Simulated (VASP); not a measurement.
# SrAl2O2 (P-3m1) in VASP: further runs, part 2 of 3

VASP 6.6.1. Earlier steps stand in the parts before.

### 3 Relaxation of cell and atoms, PBE

This run uses another cell than the first one, of 19.66 Å³/atom, 1.162 times its volume.

Contents of INCAR:

```
SYSTEM = SrAl2O2
PREC = Accurate
ENCUT = 600
EDIFF = 1E-6
ISMEAR = 0
SIGMA = 0.1
LREAL = .FALSE.
LASPH = .TRUE.
NELM = 80
ALGO = Normal
ISIF = 3
LWAVE = .FALSE.
LCHARG = .FALSE.
GGA = PE
IBRION = 2
NSW = 90
EDIFFG = -0.04
```

Contents of KPOINTS:

```
Automatic mesh
0
G
  6 6 4
  0 0 0
```

Contents of POSCAR:

```
SrAl2O2
1.0
    4.2670147700      0.0000000000      0.0000000000
   -2.1335073900      3.6953431900      0.0000000000
    0.0000000000      0.0000000000      6.2354244700
Sr Al O
1 2 2
Direct
    0.0000000000      0.0000000000      0.5000000000
    0.3333333300      0.6666666700      0.7144747000
    0.6666666700      0.3333333300      0.2855253000
    0.3333333300      0.6666666700      0.1269870100
    0.6666666700      0.3333333300      0.8730129900
```

Potentials or basis: VASP PAW PBE potentials, release 64 (Sr_sv, Al, O).

Launch:

```sh
> cat potpaw_PBE.64/Sr_sv/POTCAR potpaw_PBE.64/Al/POTCAR potpaw_PBE.64/O/POTCAR > POTCAR
> mpirun -np 1 vasp_std > vasp.out
```

Run time: 9.7 min. Hardware: 1 thread of Intel Xeon 6975P-C (Granite Rapids), shared host; peak memory 0.29 GiB.

The run converged. Its results:

```
Free energy                            : -26.4943 eV
Relaxed volume                         : 16.90 Å³/atom
Relaxed cell                           : a = 3.513 Å, b = 3.513 Å, c = 7.909 Å, α = 90.00°, β = 90.00°, γ = 120.00°
Space group after relaxing (to 0.05 Å) : P-3m1 (No. 164)
Energy gained by relaxing              : 1563.8 meV/atom
Ionic steps                            : 36
Pressure after relaxing                : -0.1 GPa
Largest force after relaxing           : 0.030 eV/Å
Band gap on the k mesh                 : zero (band 14 reaches 5.60 eV, above the bottom of band 15 at 4.95 eV)
```

Forces in eV/Å, atoms in the order of the input:
```
Sr   0.000  0.000  0.000
Al   0.000  0.000 -0.030
Al   0.000  0.000  0.030
O    0.000  0.000  0.014
O    0.000  0.000 -0.014
```

The path:
```tsv
step	energy change (eV)	largest force (eV/Å)	pressure (GPa)	volume (Å³)
1	0.0000	5.5589	-4.22	98.32
2	-3.4402	5.1650	-4.04	90.93
3	12.2383	48.8617	114.19	68.66
4	-1.8588	5.7422	-1.89	88.74
5	-4.9039	1.9336	11.02	78.72
6	-4.8750	0.9593	13.97	77.82
7	-6.1719	0.7953	2.26	94.38
8	-6.1769	0.9346	1.41	96.49
9	-6.1067	1.9104	-5.42	98.34
10	-6.2707	0.9177	-2.07	97.25
11	-6.4569	1.0359	-1.29	93.77
12	-6.8593	1.2628	4.12	82.61
13	-4.8672	2.1268	52.04	58.55
14	-6.9672	0.9846	8.02	78.74
15	-6.8769	0.9027	14.12	73.69
16	-6.9083	0.9252	14.21	73.53
17	-6.9932	0.9522	14.61	72.98
18	-7.1223	0.8246	15.63	71.67
19	-7.0469	0.7952	18.59	68.26
20	-7.1826	0.2276	16.70	70.12
21	-7.1356	0.3333	17.67	69.07
22	-7.3269	0.4322	13.36	70.96
23	-7.5595	0.9682	3.44	76.38
24	-7.5607	1.0048	2.78	76.81
25	-7.6056	0.8467	2.49	77.27
26	-7.6909	0.3931	1.71	78.66
27	-7.6736	1.1862	0.52	81.45
28	-7.7111	0.6526	1.10	79.94
29	-7.7433	0.5774	0.45	80.91
30	-7.8045	0.3017	-0.85	83.80
31	-7.7354	0.7065	-1.02	89.52
32	-7.8131	0.1638	-1.19	85.01
33	-7.8139	0.1077	-1.26	85.42
34	-7.8173	0.1412	0.47	84.28
35	-7.8189	0.0475	-0.18	84.69
36	-7.8192	0.0298	-0.11	84.52
```

Final structure:
```cif
data_structure
_symmetry_space_group_name_H-M 'P 1'
_symmetry_Int_Tables_number 1
_cell_length_a 3.5129
_cell_length_b 3.5129
_cell_length_c 7.9087
_cell_angle_alpha 90.000
_cell_angle_beta 90.000
_cell_angle_gamma 120.000
_cell_volume 84.52
loop_
_atom_site_label
_atom_site_type_symbol
_atom_site_fract_x
_atom_site_fract_y
_atom_site_fract_z
_atom_site_occupancy
Sr1 Sr 0.00000 0.00000 0.50000 1
Al1 Al 0.33333 0.66667 0.85385 1
Al2 Al 0.66667 0.33333 0.14615 1
O1 O 0.33333 0.66667 0.09741 1
O2 O 0.66667 0.33333 0.90259 1
```

Levels at points of the mesh, in eV from the Fermi level:
```tsv
k point	band 11	band 12	band 13	band 14	band 15	band 16	band 17	band 18
(0.00, 0.00, 0.00)	-4.66	-4.66	-3.71	-0.73	-0.52	3.26	3.26	3.55
(0.50, 0.00, 0.00)	-4.94	-4.60	-1.49	0.14	0.19	1.61	1.87	3.49
(0.00, 0.00, 0.50)	-4.66	-4.66	-2.62	-2.59	0.41	3.20	3.23	3.23
(0.50, 0.00, 0.50)	-5.04	-4.59	-1.16	-0.14	-0.13	1.34	2.44	3.84
```

### 4 Single point, PBE, collinear spin, ferromagnetic start

This run uses another cell than the first one, of 19.66 Å³/atom, 1.162 times its volume.

Contents of INCAR:

```
SYSTEM = SrAl2O2
PREC = Accurate ; ENCUT = 520
EDIFF = 1E-6 ; ISMEAR = 0
SIGMA = 0.1 ; LREAL = .False.
LASPH = .True. ; NELM = 150
ALGO = Normal ; ISIF = 2
LWAVE = .False. ; LCHARG = .False.
ISPIN = 2 ; MAGMOM = 0 0 0 1 1
LORBIT = 11 ; GGA = PE
NBANDS = 26
```

Contents of KPOINTS:

```
Automatic mesh
0
Gamma
  6 6 4
  0 0 0
```

POSCAR is that of step 3.

Potentials or basis: VASP PAW PBE potentials, release 64 (Sr_sv, Al, O).

Launch:

```sh
> cat potpaw_PBE.64/Sr_sv/POTCAR potpaw_PBE.64/Al/POTCAR potpaw_PBE.64/O/POTCAR > POTCAR
> mpirun -np 1 vasp_std > vasp.out
```

OUTCAR:

```text
SYSTEM = SrAl2O2
   PREC = Accurate
   ENCUT = 520
   EDIFF = 1E-6
   ISMEAR = 0
   LREAL = .False.
   LASPH = .True.
   NELM = 150
   ISIF = 2
   ISPIN = 2
   LORBIT = 11
   GGA = PE

 ion  position               nearest neighbor table
   1  0.000  0.000  0.500-   2 2.80   3 2.80   3 2.80   2 2.80   3 2.80   2 2.80   4 3.39   5 3.39
                             5 3.39   4 3.39   4 3.39   5 3.39
   2  0.333  0.667  0.714-   4 2.57   5 2.65   5 2.65   5 2.65   1 2.80   1 2.80   1 2.80
   3  0.667  0.333  0.286-   5 2.57   4 2.65   4 2.65   4 2.65   1 2.80   1 2.80   1 2.80
   4  0.333  0.667  0.127-   2 2.57   3 2.65   3 2.65   3 2.65   1 3.39   1 3.39   1 3.39
   5  0.667  0.333  0.873-   3 2.57   2 2.65   2 2.65   2 2.65   1 3.39   1 3.39   1 3.39

  LATTYP: Found a hexagonal cell.
 ALAT       =     4.2670147700
 C/A-ratio  =     1.4613083868

  Lattice vectors:

 A1 = (   4.2670147700,   0.0000000000,   0.0000000000)
 A2 = (  -2.1335073900,   3.6953431900,   0.0000000000)
 A3 = (   0.0000000000,   0.0000000000,   6.2354244700)

Analysis of symmetry for initial positions (statically):
=====================================================================
 Subroutine PRICEL returns:
 Original cell was already a primitive cell.

 Routine SETGRP: Setting up the symmetry group for a
 hexagonal supercell.

 Subroutine GETGRP returns: Found 12 space group operations
 (whereof 12 operations were pure point group operations)
 out of a pool of 24 trial point group operations.

The static configuration has the point symmetry D_3d.

Analysis of symmetry for dynamics (positions and initial velocities):
=====================================================================
 Subroutine PRICEL returns:
 Original cell was already a primitive cell.

 Routine SETGRP: Setting up the symmetry group for a
 hexagonal supercell.

 Subroutine GETGRP returns: Found 12 space group operations
 (whereof 12 operations were pure point group operations)
 out of a pool of 24 trial point group operations.

The dynamic configuration has the point symmetry D_3d.

Analysis of structural, dynamic, and magnetic symmetry:
[... 173 lines left out ...]
 spin component 1

 k-point     1 :       0.0000    0.0000    0.0000
  band No.  band energies     occupation
      1     -32.5213      1.00000
      2     -14.8008      1.00000
      3     -14.6315      1.00000
      4     -14.6315      1.00000
      5     -13.5178      1.00000
      6     -12.8567      1.00000
[... 685 lines left out ...]
     25      11.5554      0.00000
     26      11.5554      0.00000
 Fermi energy:         3.0916205265

 spin component 2

 k-point     1 :       0.0000    0.0000    0.0000
  band No.  band energies     occupation
      1     -32.5214      1.00000
      2     -14.8009      1.00000
      3     -14.6315      1.00000
      4     -14.6315      1.00000
      5     -13.5178      1.00000
      6     -12.8567      1.00000
[... 685 lines left out ...]
     25      11.5555      0.00000
     26      11.5555      0.00000

------------------------ aborting loop because EDIFF is reached ----------------------------------------

  FORCE on cell =-STRESS in cart. coord.  units (eV):
  Direction    XX          YY          ZZ          XY          YZ          ZX
  --------------------------------------------------------------------------------------
  -------------------------------------------------------------------------------------
  Total        0.0992760      0.0992760     -7.8786868     -0.0000000      0.0000000     -0.0000000
  in kB        1.6177449      1.6177449   -128.3865326     -0.0000000      0.0000000     -0.0000000
  external PRESSURE =     -41.7170143 kB  Pullay stress =       0.0000000 kB

 VOLUME and BASIS-vectors are now :
 -----------------------------------------------------------------------------
  energy-cutoff  :      520.00
  volume of cell :       98.32
      direct lattice vectors                 reciprocal lattice vectors
     4.267014770  0.000000000  0.000000000     0.234355880  0.135305431  0.000000000
    -2.133507390  3.695343190  0.000000000     0.000000000  0.270610860  0.000000000
     0.000000000  0.000000000  6.235424470     0.000000000  0.000000000  0.160374006

 POSITION                                       TOTAL-FORCE (eV/Angst)
 -----------------------------------------------------------------------------------
      0.00000      0.00000      3.11771         0.000000      0.000000     -0.000000
     -0.00000      2.46356      4.45505         0.000000      0.000000      5.558087
      2.13351      1.23178      1.78037         0.000000     -0.000000     -5.558087
     -0.00000      2.46356      0.79182         0.000000      0.000000      1.578544
      2.13351      1.23178      5.44361        -0.000000     -0.000000     -1.578544
 -----------------------------------------------------------------------------------
    total drift:                                0.000000      0.000000      0.000000

  FREE ENERGIE OF THE ION-ELECTRON SYSTEM (eV)
  ---------------------------------------------------
  free  energy   TOTEN  =       -18.6730765720 eV

  energy  without entropy=      -18.6715197091  energy(sigma->0) =      -18.67229814

 total charge

# of ion       s       p       d       tot
------------------------------------------
    1        2.037   5.778   0.414   8.229
    2        0.546   0.199   0.000   0.744
    3        0.546   0.199   0.000   0.744
    4        1.588   3.168   0.000   4.756
    5        1.588   3.168   0.000   4.756
--------------------------------------------------
tot          6.304  12.511   0.414  19.229

 magnetization (x)

# of ion       s       p       d       tot
------------------------------------------
    1       -0.000  -0.000  -0.000  -0.000
    2        0.000   0.000   0.000   0.000
    3        0.000   0.000   0.000   0.000
    4       -0.000  -0.000   0.000  -0.000
    5       -0.000  -0.000   0.000  -0.000
--------------------------------------------------
tot          0.000  -0.000  -0.000  -0.000
```

OSZICAR:

```text
N       E                     dE             d eps       ncg     rms          rms(c)
DAV:   1     0.130397275215E+03    0.13040E+03   -0.12713E+04  2496   0.946E+02
DAV:   2    -0.983187656903E+01   -0.14023E+03   -0.13125E+03  3154   0.207E+02
DAV:   3    -0.209259144371E+02   -0.11094E+02   -0.10960E+02  3766   0.530E+01
DAV:   4    -0.212164675415E+02   -0.29055E+00   -0.29000E+00  3496   0.670E+00
DAV:   5    -0.212222796493E+02   -0.58121E-02   -0.58117E-02  3462   0.844E-01    0.253E+01
DAV:   6    -0.209500465634E+02    0.27223E+00   -0.36553E+01  2938   0.233E+01    0.267E+01
DAV:   7    -0.188212588690E+02    0.21288E+01   -0.15830E+01  3084   0.117E+01    0.114E+01
DAV:   8    -0.186893707667E+02    0.13189E+00   -0.18141E+00  2960   0.534E+00    0.416E+00
DAV:   9    -0.186731537602E+02    0.16217E-01   -0.14316E-01  2960   0.171E+00    0.136E+00
DAV:  10    -0.186725501995E+02    0.60356E-03   -0.20297E-02  2958   0.594E-01    0.612E-01
DAV:  11    -0.186729415809E+02   -0.39138E-03   -0.87769E-03  2988   0.339E-01    0.211E-01
DAV:  12    -0.186729496021E+02   -0.80212E-05   -0.13213E-03  2810   0.149E-01    0.785E-02
DAV:  13    -0.186730185096E+02   -0.68908E-04   -0.12274E-04  2992   0.546E-02    0.475E-02
DAV:  14    -0.186730671873E+02   -0.48678E-04   -0.45535E-05  2904   0.296E-02    0.135E-02
DAV:  15    -0.186730729919E+02   -0.58046E-05   -0.57280E-06  3122   0.105E-02    0.658E-03
DAV:  16    -0.186730754098E+02   -0.24179E-05   -0.29309E-06  2732   0.659E-03    0.360E-03
DAV:  17    -0.186730765178E+02   -0.11080E-05   -0.15036E-06  2778   0.465E-03    0.242E-03
DAV:  18    -0.186730765720E+02   -0.54161E-07   -0.73379E-08  1772   0.126E-03
   1 F= -.18673077E+02 E0= -.18672298E+02  d E =-.155686E-02  mag=     0.0000
```

stdout:

```text
POSCAR found type information on POSCAR SrAlO
 POSCAR found :  3 types and       5 ions
 scaLAPACK will be used
 LDA part: xc-table for (Slater+PW92), standard interpolation
 POSCAR, INCAR and KPOINTS ok, starting setup
 FFT: planning ... GRIDC
 FFT: planning ... GRID_SOFT
 FFT: planning ... GRID
 WAVECAR not read
 entering main loop
```

Wall time 54 s (1 thread of Intel Xeon 6975P-C (Granite Rapids), shared host); peak memory 0.3 GiB.

What came out:

```yaml
Free_energy: -18.6731 eV
Pressure: -4.2 GPa
Largest_force: 5.558 eV/Å
Band_gap_on_the_k_mesh: zero (filled and empty bands overlap)
Net_moment: 0.00 μB per cell
Valence_electrons_inside_the_program's_atomic_spheres: Sr 8.23; Al 0.74; O 4.76
```

Forces on the atoms (eV/Å):
```
Sr   0.000  0.000  0.000
Al   0.000  0.000  5.558
Al   0.000  0.000 -5.558
O    0.000  0.000  1.579
O    0.000  0.000 -1.579
```

Stress tensor (GPa, compression positive):
```
  0.16   0.00   0.00
  0.00   0.16   0.00
  0.00   0.00 -12.84
```

Levels at points of the mesh, in eV from the Fermi level:
Spin up:
```
           k point  band 12  band 13  band 14  band 15  band 16  band 17
(0.00, 0.00, 0.00)    -1.42    -1.42     0.20     0.23     0.23     0.71
(0.50, 0.00, 0.00)    -1.85    -1.67    -0.49     1.10     1.73     2.71
(0.00, 0.00, 0.50)    -1.66    -1.66    -1.36     0.10     0.10     1.62
(0.50, 0.00, 0.50)    -1.52    -1.34    -0.89     0.05     1.81     2.54
```
Spin down:
```tsv
k point	band 12	band 13	band 14	band 15	band 16	band 17
(0.00, 0.00, 0.00)	-1.42	-1.42	0.20	0.23	0.23	0.71
(0.50, 0.00, 0.00)	-1.85	-1.67	-0.49	1.10	1.73	2.71
(0.00, 0.00, 0.50)	-1.66	-1.66	-1.36	0.10	0.10	1.62
(0.50, 0.00, 0.50)	-1.52	-1.34	-0.89	0.05	1.81	2.54
```

Caveat: forces of over 1 eV/Å act on the atoms, so gaps and moduli don't describe the material at rest.

[end of part 2 of 3]
